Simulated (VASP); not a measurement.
# Hf (P6_3/mmc) in VASP: notebook

Runs on Hf. Level: PBEsol. Tasks: relaxation of cell and atoms, single point.

All numbers are computed with VASP 6.6.1; they aren't measurements. Logs are shortened: lines on timing, memory, paths and dates and some standing lists are left out, and cuts for length are marked.

## Step 1: The cell of the first run

The structure is hexagonal, space group P6_3/mmc (No. 194). Conventional cell: a = 3.197 Å, b = 3.197 Å, c = 5.058 Å, α = 90.00°, β = 90.00°, γ = 120.00°. Within 4.1 Å of Hf (site symmetry -6m2) lie 12 Hf at 3.13 to 3.20 Å.

## Step 2: Relaxation of cell and atoms, PBEsol

INCAR reads:

```
SYSTEM = Hf
PREC = Accurate
ENCUT = 500
EDIFF = 1E-7
ISMEAR = -1
SIGMA = 0.1
LREAL = .FALSE.
LASPH = .TRUE.
NELM = 120
ALGO = Normal
ISIF = 3
LWAVE = .FALSE.
LCHARG = .FALSE.
GGA = PS
IBRION = 2
NSW = 100
EDIFFG = -0.002
GGA_COMPAT = .FALSE.
NELMIN = 4
```

KPOINTS reads:

```
Automatic mesh
0
G
  18 18 10
  0 0 0
```

POSCAR reads:

```
Hf
1.0
    3.1967000000      0.0000000000      0.0000000000
   -1.5983500000      2.7684234083      0.0000000000
    0.0000000000      0.0000000000      5.0578000000
Hf
2
Direct
    0.3333333333      0.6666666667      0.2500000000
    0.6666666667      0.3333333333      0.7500000000
```

Potentials or basis: VASP PAW PBE potentials, release 64 (Hf_pv).

Launch:

```console
$ cat potpaw_PBE.64/Hf_pv/POTCAR > POTCAR
$ mpirun -np 1 vasp_std > vasp.out
```

OUTCAR:

```text
SYSTEM = Hf
   PREC = Accurate
   ENCUT = 500
   EDIFF = 1E-7
   ISMEAR = -1
   LREAL = .FALSE.
   LASPH = .TRUE.
   NELM = 120
   ISIF = 3
   GGA = PS
   IBRION = 2
   NSW = 100
   EDIFFG = -0.002
   NELMIN = 4

 ion  position               nearest neighbor table
   1  0.333  0.667  0.250-   2 3.13   2 3.13   2 3.13   2 3.13   2 3.13   2 3.13
   2  0.667  0.333  0.750-   1 3.13   1 3.13   1 3.13   1 3.13   1 3.13   1 3.13

  LATTYP: Found a hexagonal cell.
 ALAT       =     3.1967000000
 C/A-ratio  =     1.5821941377

  Lattice vectors:

 A1 = (   3.1967000000,   0.0000000000,   0.0000000000)
 A2 = (  -1.5983500000,   2.7684234083,   0.0000000000)
 A3 = (   0.0000000000,   0.0000000000,   5.0578000000)

Analysis of symmetry for initial positions (statically):
=====================================================================
 Subroutine PRICEL returns:
 Original cell was already a primitive cell.

 Routine SETGRP: Setting up the symmetry group for a
 hexagonal supercell.

 Subroutine GETGRP returns: Found 24 space group operations
 (whereof 12 operations were pure point group operations)
 out of a pool of 24 trial point group operations.

The static configuration has the point symmetry D_3d.
 The point group associated with its full space group is D_6h.

Analysis of symmetry for dynamics (positions and initial velocities):
=====================================================================
 Subroutine PRICEL returns:
 Original cell was already a primitive cell.

 Routine SETGRP: Setting up the symmetry group for a
 hexagonal supercell.

 Subroutine GETGRP returns: Found 24 space group operations
 (whereof 12 operations were pure point group operations)
 out of a pool of 24 trial point group operations.

The dynamic configuration has the point symmetry D_3d.
 The point group associated with its full space group is D_6h.

 Subroutine INISYM returns: Found 24 space group operations
 (whereof 12 operations are pure point group operations),
 and found     1 'primitive' translations

----------------------------------------------------------------------------------------

                                     Primitive cell

  volume of cell :      44.7606

  direct lattice vectors                    reciprocal lattice vectors
     3.196700000  0.000000000  0.000000000     0.312822598  0.180608211  0.000000000
    -1.598350000  2.768423408  0.000000000     0.000000000  0.361216423  0.000000000
     0.000000000  0.000000000  5.057800000     0.000000000  0.000000000  0.197714421

  length of vectors
     3.196700000  3.196700000  5.057800000     0.361216423  0.361216423  0.197714421

  position of ions in fractional coordinates (direct lattice)
     0.333333333  0.666666667  0.250000000
     0.666666667  0.333333333  0.750000000

  ion indices of the primitive-cell ions
   primitive index   ion index
                 1           1
                 2           2

----------------------------------------------------------------------------------------

 KPOINTS: Automatic mesh

Automatic generation of k-mesh.
 Grid dimensions read from file:
 generate k-points for:   18   18   10

 Generating k-lattice:

  Cartesian coordinates                     Fractional coordinates (reciprocal lattice)
     0.017379033  0.010033790  0.000000000     0.055555556 -0.000000000  0.000000000
     0.000000000  0.020067579  0.000000000     0.000000000  0.055555556  0.000000000
     0.000000000  0.000000000  0.019771442     0.000000000  0.000000000  0.100000000

  Length of vectors
     0.020067579  0.020067579  0.019771442

  Shift w.r.t. Gamma in fractional coordinates (k-lattice)
     0.000000000  0.000000000  0.000000000

 Subroutine IBZKPT returns following result:
 ===========================================

 Found    222 irreducible k-points:

 Following reciprocal coordinates:
            Coordinates               Weight
  0.000000  0.000000  0.000000      1.000000
  0.055556 -0.000000  0.000000      6.000000
  0.111111 -0.000000  0.000000      6.000000
  0.166667 -0.000000  0.000000      6.000000
  0.222222  0.000000  0.000000      6.000000
  0.277778  0.000000  0.000000      6.000000
[... 16 lines left out ...]
  0.333333  0.111111  0.000000     12.000000
  0.388889  0.111111  0.000000     12.000000
 [... further k-points ...]
   k-points           NKPTS =    222   k-points in BZ     NKDIM =    222   number of bands    NBANDS=     14
   number of dos      NEDOS =    301   number of ions     NIONS =      2
   total plane-waves  NPLWV =  23040
   dimension x,y,z NGX =    24 NGY =   24 NGZ =   40
   dimension x,y,z NGXF=    48 NGYF=   48 NGZF=   80
   ions per type =               2
   NGX,Y,Z   is equivalent  to a cutoff of  12.48, 12.48, 13.15 a.u.
   NGXF,Y,Z  is equivalent  to a cutoff of  24.96, 24.96, 26.30 a.u.
 SYSTEM =  Hf
   PREC   = accura    normal or accurate (medium, high low for compatibility)
   ISTART =      0    job   : 0-new  1-cont  2-samecut
   ICHARG =      2    charge: 1-file 2-atom 10-const
   ISPIN  =      1    spin polarized calculation?
   LNONCOLLINEAR =      F non collinear calculations
   LSORBIT =      F    spin-orbit coupling
   LASPH  =      T    aspherical Exc in radial PAW
   ENCUT  =  500.0 eV  36.75 Ry    6.06 a.u.   5.83  5.83  9.22*2*pi/ulx,y,z
   NELM   =    120;   NELMIN=  4; NELMDL= -5     # of ELM steps
   EDIFF  = 0.1E-06   stopping-criterion for ELM
   LREAL  =      F    real-space projection
   EDIFFG = -.2E-02   stopping-criterion for IOM
   NSW    =    100    number of steps for IOM
   IBRION =      2    ionic relax: 0-MD 1-quasi-New 2-CG
   NFREE  =      1    steps in history (QN), initial steepest desc. (CG)
   ISIF   =      3    stress and relaxation
   ISYM   =      2    0-nonsym 1-usesym 2-fastsym
   POTIM  = 0.5000    time-step for ionic-motion
   TEBEG  =    0.0;   TEEND  =   0.0 temperature during run
   PSTRESS=    0.0 pullay stress
   NELECT =      20.0000    total number of electrons
   NUPDOWN=      -1.0000    fix difference up-down
   EMIN   =  10.00;   EMAX   =-10.00  energy-range for DOS
   EFERMI =   0.00;   METHOD = LEGACY
   ISMEAR =    -1;   SIGMA  =   0.10  broadening in eV -4-tet -1-fermi 0-gaus
   EFERMI_NEDOS =   21; number of points for ismear=-14 and -15
   IALGO  =     38    algorithm
   IMIX   =      4    mixing-type and parameters
     AMIX     =   0.40;   BMIX     =  1.00
     AMIX_MAG =   1.60;   BMIX_MAG =  1.00
  volume/ion in A,a.u.               =      22.38       151.03
  Fermi-wavevector in a.u.,A,eV,Ry     =   1.251563  2.365112 21.312311  1.566411
  Thomas-Fermi vector in A             =   2.385505
   LORBIT       =      0    0 simple, 1 ext, 2 COOP (PROOUT), +10 PAW based schemes
   GGA     = PS    functional components
   LHFCALC =     F    Hartree Fock is set to
   AEXX    =    0.0000 exact exchange contribution
   IVDW    =     0    specifies the selected vdW correction
   LEPSILON=     F    determine dielectric tensor
   LRPA    =     F    only Hartree local field effects (RPA)
 conjugate gradient relaxation of ions
 non-spin polarized calculation
  energy-cutoff  :      500.00
  volume of cell :       44.76
 maximum number of plane-waves:      1158
 NGX is ok and might be reduce to    24
   NGX = 11   NGY = 11   NGZ = 19

--------------------------------------- Ionic step        1  -------------------------------------------

 number of electron      20.0000004 magnetization

 Free energy of the ion-electron system (eV)
  ---------------------------------------------------
  ext. energy  EPLUGINS =         0.00000000
  ---------------------------------------------------
  free energy    TOTEN  =       -21.01082620 eV

  energy without entropy =      -20.95409178  energy(sigma->0) =      -20.98245899

------------------------ aborting loop because EDIFF is reached ----------------------------------------

  FORCE on cell =-STRESS in cart. coord.  units (eV):
  Direction    XX          YY          ZZ          XY          YZ          ZX
  --------------------------------------------------------------------------------------
  -------------------------------------------------------------------------------------
  Total       -1.1373659     -1.1373659     -1.1615318      0.0000000      0.0000000      0.0000000
  in kB      -40.7112793    -40.7112793    -41.5762810      0.0000000      0.0000000      0.0000000
  external PRESSURE =     -40.9996132 kB  Pullay stress =       0.0000000 kB
[... 237 lines left out ...]
  energy  without entropy=      -20.9778418745  energy(sigma->0) =      -21.00536353

--------------------------------------- Ionic step        8  -------------------------------------------

 number of electron      19.9999996 magnetization

 Free energy of the ion-electron system (eV)
  ---------------------------------------------------
  ext. energy  EPLUGINS =         0.00000000
  ---------------------------------------------------
  free energy    TOTEN  =       -21.03288554 eV

  energy without entropy =      -20.97784839  energy(sigma->0) =      -21.00536696

 E-fermi :   5.0056     XC(G=0): -11.5649

 val. band max:        4.9980538127   @ k =   0.3889   0.2222   0.3000
 cond. band min:       5.0103558505   @ k =   0.2222   0.2222   0.5000
 fundamental gap:      0.0123020379
 Fermi energy:         5.0056149891

 k-point     1 :       0.0000    0.0000    0.0000
  band No.  band energies     occupation
      1     -25.9786      2.00000
      2     -25.1355      2.00000
      3     -25.1355      2.00000
      4     -24.9911      2.00000
      5     -24.9911      2.00000
      6     -24.9896      2.00000
      7      -2.4943      2.00000
      8       1.1834      2.00000
      9       5.8244      0.00056
     10       6.1984      0.00001
     11       6.1984      0.00001
     12       6.4822      0.00000
     13       7.0585      0.00000
     14       7.0585      0.00000
[... 375 lines left out ...]
 k-point    24 :       0.3889    0.1111    0.0000
  band No.  band energies     occupation
      1     -25.7505      2.00000
      2     -25.5901      2.00000
      3     -25.5615      2.00000
      4     -25.3688      2.00000
      5     -25.2387      2.00000
      6     -25.1408      2.00000
      7       1.6902      2.00000
      8       2.5192      2.00000
      9       2.7641      2.00000
     10       4.1284      1.99969
     11       5.6032      0.00507
     12       5.9525      0.00015
     13       6.6869      0.00000
     14      10.3098      0.00000

 [... further k-points ...]

------------------------ aborting loop because EDIFF is reached ----------------------------------------

  FORCE on cell =-STRESS in cart. coord.  units (eV):
  Direction    XX          YY          ZZ          XY          YZ          ZX
  --------------------------------------------------------------------------------------
  -------------------------------------------------------------------------------------
  Total       -0.0000282     -0.0000282      0.0000332     -0.0000000      0.0000000      0.0000000
  in kB       -0.0010502     -0.0010502      0.0012331     -0.0000000      0.0000000      0.0000000
  external PRESSURE =      -0.0002891 kB  Pullay stress =       0.0000000 kB
[... 17 lines left out ...]
  FREE ENERGIE OF THE ION-ELECTRON SYSTEM (eV)
  ---------------------------------------------------
  free  energy   TOTEN  =       -21.0328855353 eV

  energy  without entropy=      -20.9778483935  energy(sigma->0) =      -21.00536696

 reached required accuracy - stopping structural energy minimisation
```

It took 5.3 min on 1 thread of Intel Xeon Platinum 8259CL at 2.50GHz (Skylake/Cascade Lake), shared host; peak memory 0.25 GiB.

Results:

- Free energy: -21.0329 eV
- Relaxed volume: 21.54 Å³/atom
- Relaxed cell: a = 3.155 Å, b = 3.155 Å, c = 4.997 Å, α = 90.00°, β = 90.00°, γ = 120.00°
- Space group after relaxing (to 0.05 Å): P6_3/mmc (No. 194)
- Energy gained by relaxing: 11.0 meV/atom
- Ionic steps: 8
- Pressure after relaxing: 0.0 GPa
- Band gap on the k mesh: zero (band 10 reaches 6.20 eV, above the bottom of band 11 at 4.63 eV)

The path:
```csv
step,energy change (eV),largest force (eV/Å),pressure (GPa),volume (Å³)
1,0.0000,0.0000,-4.10,44.76
2,0.0112,0.0000,5.71,41.15
3,-0.0220,0.0000,-0.04,43.10
4,-0.0220,0.0000,0.05,43.07
5,-0.0221,0.0000,-0.05,43.10
6,-0.0221,0.0000,-0.04,43.10
7,-0.0221,0.0000,0.01,43.08
8,-0.0221,0.0000,0.00,43.08
```

Final structure:
```
CELL_PARAMETERS angstrom
3.15533 0.00000 0.00000
-1.57767 2.73260 0.00000
0.00000 0.00000 4.99692
ATOMIC_POSITIONS crystal
Hf 0.33333 0.66667 0.25000
Hf 0.66667 0.33333 0.75000
```

Levels at points of the mesh, in eV from the Fermi level:
| k point | band 8 | band 9 | band 10 | band 11 | band 12 | band 13 |
| --- | --- | --- | --- | --- | --- | --- |
| (0.00, 0.00, 0.00) | -3.82 | 0.82 | 1.19 | 1.19 | 1.48 | 2.05 |
| (0.50, 0.00, 0.00) | -2.88 | -2.33 | -0.70 | 0.79 | 0.93 | 1.75 |
| (0.00, 0.00, 0.50) | -5.45 | 0.15 | 0.15 | 1.08 | 1.08 | 1.08 |
| (0.50, 0.00, 0.50) | -3.52 | -1.04 | -1.04 | 1.34 | 1.34 | 2.74 |

Caveat: the PAW data sets were made with another functional, which shifts forces and pressure a little; spin-orbit coupling is left out, which moves the levels of the heavy elements.

## Step 3: Single point, PBEsol

This run uses another cell than the first one, of 19.36 Å³/atom, 0.865 times its volume.

INCAR reads:

```
PREC = Accurate
ENCUT = 500
EDIFF = 1E-6
ISMEAR = -1
SIGMA = 0.1
LREAL = False
LASPH = True
NELM = 120
ALGO = Normal
ISIF = 2
LWAVE = False
LCHARG = False
GGA = PS
NBANDS = 17
GGA_COMPAT = False
```

KPOINTS reads:

```
regular mesh
0
Gamma
  18 18 10
```

POSCAR reads:

```
Hf
1.0
    3.0377970021      0.0000000000      0.0000000000
   -1.5188985010      2.6308093753      0.0000000000
    0.0000000000      0.0000000000      4.8443048162
Hf
2
Direct
    0.3333333333      0.6666666667      0.2500000000
    0.6666666667      0.3333333333      0.7500000000
```

Potentials or basis: VASP PAW PBE potentials, release 64 (Hf_pv).

Launch:

```console
$ cat potpaw_PBE.64/Hf_pv/POTCAR > POTCAR
$ mpirun -np 1 vasp_std > vasp.out
```

Wall time 74 s (1 thread of Intel Xeon Platinum 8259CL at 2.50GHz (Skylake/Cascade Lake), shared host); peak memory 0.24 GiB.

Results (log left out):

| Item | Value |
| --- | --- |
| Free energy | -20.8471 eV |
| Pressure | 14.6 GPa |
| Band gap on the k mesh | zero (band 10 reaches 7.00 eV, above the bottom of band 11 at 5.48 eV) |

Stress tensor (GPa, compression positive):
```
14.70  0.00  0.00
 0.00 14.70  0.00
 0.00  0.00 14.55
```

Levels at points of the mesh, in eV from the Fermi level:
| k point | band 7 | band 8 | band 9 | band 10 | band 11 | band 12 | band 13 | band 14 |
| --- | --- | --- | --- | --- | --- | --- | --- | --- |
| (0.00, 0.00, 0.00) | -7.84 | -4.19 | 1.21 | 1.21 | 1.24 | 1.45 | 2.18 | 2.18 |
| (0.50, 0.00, 0.00) | -3.58 | -3.32 | -2.72 | -0.42 | 0.80 | 1.04 | 1.94 | 6.99 |
| (0.00, 0.00, 0.50) | -5.61 | -5.61 | 0.08 | 0.08 | 1.11 | 1.11 | 1.11 | 1.11 |
| (0.50, 0.00, 0.50) | -3.90 | -3.90 | -1.29 | -1.29 | 1.81 | 1.81 | 3.02 | 3.02 |

Caveat: the PAW data sets were made with another functional, which shifts forces and pressure a little; spin-orbit coupling is left out, which moves the levels of the heavy elements.

(Part 1 of 2 ends here.)
